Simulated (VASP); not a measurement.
# Ti2CdOs2 (P4/mmm) in VASP: a series of runs

The runs below take Ti2CdOs2 through single point, with PBE.

Everything below comes from runs of VASP 6.6.1. Logs are shortened: lines on timing, memory, paths and dates and some standing lists are left out, and cuts for length are marked.

### Step 1. The cell of the first run

Symmetry: P4/mmm, No. 123, tetragonal system. Conventional cell: a = 4.182 Å, b = 4.182 Å, c = 5.376 Å, α = 90.00°, β = 90.00°, γ = 90.00°. Ti (site symmetry mmm) has 4 Os at 2.56 Å and 4 Ti at 2.96 Å within 3.4 Å. Within 4.2 Å of Cd (site symmetry 4/mmm) lie 8 Os at 3.20 Å and 8 Ti at 3.41 Å and 4 Cd at 4.18 Å. Within 3.2 Å of Os (site symmetry 4mm) lie 2 Os at 2.44 to 2.94 Å and 4 Ti at 2.56 Å and 4 Cd at 3.20 Å.

### Step 2. Single point, PBE, collinear spin, ferromagnetic start

Contents of INCAR:

```
ALGO     = Normal         # electronic algorithm
EDIFF    = 1E-6           # SCF threshold, eV
ENCUT    = 520            # plane-wave cutoff, eV
GGA      = PE             # functional
ISIF     = 2              # what is computed and relaxed
ISMEAR   = 0              # smearing method
ISPIN    = 2              # spin polarisation
LASPH    = T              # aspherical terms in the spheres
LCHARG   = F              # write CHGCAR
LMAXMIX  = 4              # l up to which the mixer works
LORBIT   = 11             # projections on sites
LREAL    = F              # projectors in reciprocal space
LWAVE    = F              # write WAVECAR
MAGMOM   = 1 1 0 1 1      # initial moments
NBANDS   = 38             # bands
NELM     = 150            # most SCF steps
PREC     = Accurate       # precision mode
SIGMA    = 0.1            # smearing width, eV
```

Contents of KPOINTS:

```
k-points
0
Gamma
  4 4 4
```

Contents of POSCAR:

```
Ti2CdOs2
1.0
    4.1822435181      0.0000000000      0.0000000000
    0.0000000000      4.1822435181      0.0000000000
    0.0000000000      0.0000000000      5.3761018280
Ti Cd Os
2 1 2
Direct
    0.0000000000      0.5000000000      0.5000000000
    0.5000000000      0.0000000000      0.5000000000
    0.0000000000      0.0000000000      0.0000000000
    0.5000000000      0.5000000000      0.2268925311
    0.5000000000      0.5000000000      0.7731074689
```

Potentials or basis: VASP PAW PBE potentials, release 64 (Ti_sv, Cd, Os).

Started as:

```console
$ cat potpaw_PBE.64/Ti_sv/POTCAR potpaw_PBE.64/Cd/POTCAR potpaw_PBE.64/Os/POTCAR > POTCAR
$ mpirun -np 1 vasp_std > vasp.out
```

OUTCAR:

```text
EDIFF = 1E-6
   ENCUT = 520
   GGA = PE
   ISIF = 2
   ISMEAR = 0
   ISPIN = 2
   LASPH = T
   LORBIT = 11
   LREAL = F
   NELM = 150
   PREC = Accurate

 ion  position               nearest neighbor table
   1  0.000  0.500  0.500-   4 2.56   5 2.56   4 2.56   5 2.56
   2  0.500  0.000  0.500-   4 2.56   5 2.56   4 2.56   5 2.56
   3  0.000  0.000  0.000-   4 3.20   5 3.20   4 3.20   5 3.20   4 3.20   5 3.20   4 3.20   5 3.20

   4  0.500  0.500  0.227-   5 2.44   2 2.56   1 2.56   2 2.56   1 2.56   5 2.94   3 3.20   3 3.20
                             3 3.20   3 3.20
   5  0.500  0.500  0.773-   4 2.44   2 2.56   1 2.56   2 2.56   1 2.56   4 2.94   3 3.20   3 3.20
                             3 3.20   3 3.20

  LATTYP: Found a simple tetragonal cell.
 ALAT       =     4.1822435181
 C/A-ratio  =     1.2854588225

  Lattice vectors:

 A1 = (   4.1822435181,   0.0000000000,   0.0000000000)
 A2 = (   0.0000000000,   4.1822435181,   0.0000000000)
 A3 = (   0.0000000000,   0.0000000000,   5.3761018280)

Analysis of symmetry for initial positions (statically):
=====================================================================
 Subroutine PRICEL returns:
 Original cell was already a primitive cell.

 Routine SETGRP: Setting up the symmetry group for a
 simple tetragonal supercell.

 Subroutine GETGRP returns: Found 16 space group operations
 (whereof 16 operations were pure point group operations)
 out of a pool of 16 trial point group operations.

The static configuration has the point symmetry D_4h.

Analysis of symmetry for dynamics (positions and initial velocities):
=====================================================================
 Subroutine PRICEL returns:
 Original cell was already a primitive cell.

 Routine SETGRP: Setting up the symmetry group for a
 simple tetragonal supercell.

 Subroutine GETGRP returns: Found 16 space group operations
 (whereof 16 operations were pure point group operations)
 out of a pool of 16 trial point group operations.

The dynamic configuration has the point symmetry D_4h.

Analysis of structural, dynamic, and magnetic symmetry:
=====================================================================
 Subroutine PRICEL returns:
 Original cell was already a primitive cell.

 Routine SETGRP: Setting up the symmetry group for a
 simple tetragonal supercell.

[... 132 lines left out ...]
   LEPSILON=     F    determine dielectric tensor
   LRPA    =     F    only Hartree local field effects (RPA)
 spin polarized calculation
 Gauss-broadening in eV      SIGMA  =   0.10
  energy-cutoff  :      520.00
  volume of cell :       94.03
 maximum number of plane-waves:      2548
 NGX is ok and might be reduce to    32
   NGX = 15   NGY = 15   NGZ = 19

 number of electron      52.0000005 magnetization       0.0008232

 number of electron      52.0000005 magnetization      -0.0005410

 Free energy of the ion-electron system (eV)
  ---------------------------------------------------
  ext. energy  EPLUGINS =         0.00000000
  ---------------------------------------------------
  free energy    TOTEN  =       -37.97868481 eV

  energy without entropy =      -37.96146151  energy(sigma->0) =      -37.97007316

 E-fermi :   5.6473     XC(G=0): -11.5659

 val. band max:        5.6063448367   @ k =   0.2500   0.2500   0.0000
 cond. band min:       5.6707426467   @ k =   0.5000   0.2500   0.2500
 fundamental gap:      0.0643978100
 Fermi energy:         5.6472835113

 spin component 1

 k-point     1 :       0.0000    0.0000    0.0000
  band No.  band energies     occupation
      1     -51.1358      1.00000
      2     -51.0711      1.00000
      3     -27.5334      1.00000
      4     -27.5334      1.00000
      5     -27.3855      1.00000
      6     -27.3245      1.00000
[... 727 lines left out ...]
     37       9.2415      0.00000
     38       9.2415      0.00000
 Fermi energy:         5.6472835113

 spin component 2

 k-point     1 :       0.0000    0.0000    0.0000
  band No.  band energies     occupation
      1     -51.1359      1.00000
      2     -51.0711      1.00000
      3     -27.5334      1.00000
      4     -27.5334      1.00000
      5     -27.3855      1.00000
      6     -27.3245      1.00000
[... 727 lines left out ...]
     37       9.2414      0.00000
     38       9.2414      0.00000

------------------------ aborting loop because EDIFF is reached ----------------------------------------

  FORCE on cell =-STRESS in cart. coord.  units (eV):
  Direction    XX          YY          ZZ          XY          YZ          ZX
  --------------------------------------------------------------------------------------
  -------------------------------------------------------------------------------------
  Total        0.0680094      0.0680094      0.0821752      0.0000000     -0.0000000     -0.0000000
  in kB        1.1587602      1.1587602      1.4001203      0.0000000     -0.0000000     -0.0000000
  external PRESSURE =       1.2392135 kB  Pullay stress =       0.0000000 kB

 VOLUME and BASIS-vectors are now :
 -----------------------------------------------------------------------------
  energy-cutoff  :      520.00
  volume of cell :       94.03
      direct lattice vectors                 reciprocal lattice vectors
     4.182243518  0.000000000  0.000000000     0.239106115  0.000000000  0.000000000
     0.000000000  4.182243518  0.000000000     0.000000000  0.239106115  0.000000000
     0.000000000  0.000000000  5.376101828     0.000000000  0.000000000  0.186008382

 POSITION                                       TOTAL-FORCE (eV/Angst)
 -----------------------------------------------------------------------------------
      0.00000      2.09112      2.68805         0.000000     -0.000000      0.000000
      2.09112      0.00000      2.68805         0.000000     -0.000000      0.000000
      0.00000      0.00000      0.00000         0.000000     -0.000000      0.000000
      2.09112      2.09112      1.21980         0.000000      0.000000     -0.017420
      2.09112      2.09112      4.15630         0.000000      0.000000      0.017420
 -----------------------------------------------------------------------------------
    total drift:                                0.000000      0.000000     -0.000000

  FREE ENERGIE OF THE ION-ELECTRON SYSTEM (eV)
  ---------------------------------------------------
  free  energy   TOTEN  =       -37.9786848142 eV

  energy  without entropy=      -37.9614615115  energy(sigma->0) =      -37.97007316

 total charge

# of ion       s       p       d       tot
------------------------------------------
    1        2.243   6.166   1.920  10.329
    2        2.243   6.166   1.920  10.329
    3        0.453   0.262   9.504  10.219
    4        0.766   0.430   6.171   7.367
    5        0.766   0.430   6.171   7.367
--------------------------------------------------
tot          6.472  13.455  25.685  45.612

 magnetization (x)

# of ion       s       p       d       tot
------------------------------------------
    1       -0.000  -0.000  -0.000  -0.000
    2       -0.000  -0.000  -0.000  -0.000
    3        0.000  -0.000   0.000   0.000
    4       -0.000  -0.000  -0.000  -0.000
    5       -0.000  -0.000  -0.000  -0.000
--------------------------------------------------
tot         -0.000  -0.000  -0.000  -0.000
```

OSZICAR:

```text
N       E                     dE             d eps       ncg     rms          rms(c)
DAV:   1     0.597951866466E+03    0.59795E+03   -0.25442E+04  2752   0.152E+03
DAV:   2     0.283621914062E+02   -0.56959E+03   -0.54485E+03  2760   0.479E+02
DAV:   3    -0.344508767497E+02   -0.62813E+02   -0.59250E+02  4264   0.142E+02
DAV:   4    -0.407923652038E+02   -0.63415E+01   -0.62628E+01  4008   0.370E+01
DAV:   5    -0.410566635986E+02   -0.26430E+00   -0.26399E+00  3570   0.598E+00    0.204E+01
DAV:   6    -0.416619864639E+02   -0.60532E+00   -0.29029E+01  3902   0.345E+01    0.206E+01
DAV:   7    -0.384176963270E+02    0.32443E+01   -0.16870E+01  3918   0.243E+01    0.756E+00
DAV:   8    -0.379736616484E+02    0.44403E+00   -0.18592E+00  3322   0.925E+00    0.339E+00
DAV:   9    -0.379827136328E+02   -0.90520E-02   -0.23867E-01  3846   0.276E+00    0.176E+00
DAV:  10    -0.379793718836E+02    0.33417E-02   -0.24824E-02  3402   0.107E+00    0.820E-01
DAV:  11    -0.379783497802E+02    0.10221E-02   -0.76421E-03  3564   0.649E-01    0.280E-01
DAV:  12    -0.379786487915E+02   -0.29901E-03   -0.11701E-03  3206   0.225E-01    0.111E-01
DAV:  13    -0.379786819935E+02   -0.33202E-04   -0.12340E-04  3868   0.650E-02    0.580E-02
DAV:  14    -0.379786845307E+02   -0.25372E-05   -0.31390E-05  3498   0.338E-02    0.268E-02
DAV:  15    -0.379786849084E+02   -0.37776E-06   -0.12519E-05  3498   0.214E-02    0.888E-03
DAV:  16    -0.379786848142E+02    0.94191E-07   -0.14259E-06  2064   0.832E-03
   1 F= -.37978685E+02 E0= -.37970073E+02  d E =-.172233E-01  mag=    -0.0003
```

It took 2.1 min on 1 thread of Oxide Virtual Turin-like, shared host; peak memory 0.25 GiB.

Results:

| Property | Result |
| --- | --- |
| Free energy | -37.9787 eV |
| Pressure | 0.1 GPa |
| Largest force | 0.017 eV/Å |
| Band gap on the k mesh | zero (filled and empty bands overlap) |
| Net moment | 0.00 μB per cell |
| Valence electrons inside the program's atomic spheres | Ti 10.33; Cd 10.22; Os 7.37 |

Forces on the atoms (eV/Å):
```
Ti   0.000  0.000  0.000
Ti   0.000  0.000  0.000
Cd   0.000  0.000  0.000
Os   0.000  0.000 -0.017
Os   0.000  0.000  0.017
```

Levels at points of the mesh, in eV from the Fermi level:
Spin up:
```
           k point  band 24  band 25  band 26  band 27  band 28  band 29
(0.00, 0.00, 0.00)    -1.06    -0.51    -0.47     1.52     1.55     1.55
(0.50, 0.00, 0.00)    -1.15    -0.86     0.17     0.42     1.06     1.20
(0.50, 0.50, 0.00)    -0.79     0.62     0.62     0.84     0.84     2.01
(0.00, 0.00, 0.50)    -0.87    -0.87    -0.86    -0.06    -0.06     1.86
(0.50, 0.00, 0.50)    -1.67    -1.51    -1.35    -0.44     0.71     1.49
(0.50, 0.50, 0.50)    -0.28    -0.22     0.60     0.60     0.80     0.80
```
Spin down:
```tsv
k point	band 22	band 23	band 24	band 25	band 26	band 27	band 28	band 29	band 30	band 31
(0.00, 0.00, 0.00)	-1.40	-1.40	-1.06	-0.51	-0.47	1.52	1.55	1.55	2.16	2.16
(0.50, 0.00, 0.00)	-1.15	-1.15	-1.15	-0.86	0.17	0.42	1.06	1.20	1.83	1.83
(0.50, 0.50, 0.00)	-1.75	-0.93	-0.79	0.62	0.62	0.84	0.84	2.01	2.17	2.17
(0.00, 0.00, 0.50)	-1.79	-1.09	-0.87	-0.87	-0.86	-0.06	-0.06	1.86	2.08	2.08
(0.50, 0.00, 0.50)	-2.12	-1.85	-1.67	-1.51	-1.35	-0.44	0.71	1.49	1.92	2.21
(0.50, 0.50, 0.50)	-2.07	-1.95	-0.28	-0.22	0.60	0.60	0.80	0.80	0.92	0.92
```

Caveat: the k points lie up to 0.38 Å⁻¹ apart; spin-orbit coupling is left out, which moves the levels of the heavy elements.

[end of part 1 of 2]
